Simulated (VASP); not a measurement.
LuBeSi4, 6 atoms in the cell. It takes space group F-43m (No. 216, cubic). The conventional cell has a = 7.073 Å, b = 7.073 Å, c = 7.073 Å, α = 90.00°, β = 90.00°, γ = 90.00°. Lu (site symmetry -43m) has 12 Si at 2.93 Å and 4 Be at 3.06 Å within 3.9 Å. Be (site symmetry -43m) has 12 Si at 2.93 Å and 4 Lu at 3.06 Å within 3.9 Å. Si (site symmetry 3m) has 6 Si at 2.49 to 2.51 Å and 3 Be at 2.93 Å and 3 Lu at 2.93 Å within 3.3 Å. The cell was generated, and may not be a known phase.

* Program: VASP 6.6.1
* Task: relaxation of cell and atoms
* Functional: PBE
* Potentials or basis: VASP PAW PBE potentials, release 64 (Lu, Be, Si)
* Cutoff: 600 eV
* k mesh: 10 × 10 × 10
* Occupations: gaussian, width 0.1 eV
* Spin: no spin polarisation
* Dipole correction: no
* Further INCAR settings: ALGO = Normal; EDIFF = 1e-06; IBRION = 2; EDIFFG = -0.01; NSW = 100; ISIF = 3

Potentials or basis: VASP PAW PBE potentials, release 64 (Lu, Be, Si).

Run with:

```console
$ cat potpaw_PBE.64/Lu/POTCAR potpaw_PBE.64/Be/POTCAR potpaw_PBE.64/Si/POTCAR > POTCAR
$ mpirun -np 1 vasp_std > vasp.out
```

Hardware: 1 thread of Intel Xeon 8259CL (shared host).

Estimate the wall time of this run.

Run time: 16 min on 1 thread of Intel Xeon 8259CL, with other jobs on the host, peak memory 0.35 GiB. Counts: scf iterations 46, k points 47, ion steps 5.
